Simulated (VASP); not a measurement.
## Ti: single point with PBEsol

Ti:

```xyz
1
Lattice="0.0000 2.0300 1.9539 2.0300 0.0000 1.9539 2.0300 2.0300 0.0000" Properties=species:S:1:pos:R:3 pbc="T T T"
Ti    0.0000    0.0000    0.0000
```

This cell differs from its parent crystal: strain -0.0375 x Voigt [0, 0, 1, 0, 0, 0].

* Program: VASP 6.6.1
* Task: single point
* Functional: PBEsol
* Potentials or basis: VASP PAW PBE potentials, release 64 (Ti_sv)
* Cutoff: 520 eV
* k mesh: 20 × 20 × 20
* Occupations: gaussian, width 0.15 eV
* Spin: no spin polarisation

```yaml
Pressure: 3.8 GPa
Band_gap_on_the_k_mesh: zero (bands 6 and 7 overlap by 1.35 eV)
```

Stress tensor (GPa, compression positive):
```
3.37 0.00 0.00
0.00 3.37 0.00
0.00 0.00 4.67
```

Levels at points of the mesh, in eV from the Fermi level:
```csv
k point,band 3,band 4,band 5,band 6,band 7,band 8,band 9,band 10
"(0.00, 0.00, 0.00)",-32.21,-32.20,-6.27,0.82,0.82,1.14,2.53,2.90
"(0.50, 0.00, 0.00)",-32.34,-32.29,-2.77,0.60,0.86,0.97,3.85,4.01
"(0.50, 0.50, 0.00)",-32.54,-32.54,-2.85,-1.99,3.72,3.91,4.26,4.26
"(0.50, 0.00, 0.50)",-32.51,-32.46,-2.86,-1.88,2.97,3.91,4.12,4.36
```

Wall time 3.2 min on 1 thread of AMD EPYC 7R13 Processor (Zen 3), with other jobs on the host, peak memory 0.21 GiB.

Caveat: the cell differs from its parent crystal (strain -0.0375 x Voigt [0, 0, 1, 0, 0, 0]); the cell stands under pressure; the PAW data sets were made with another functional, which shifts forces and pressure a little.
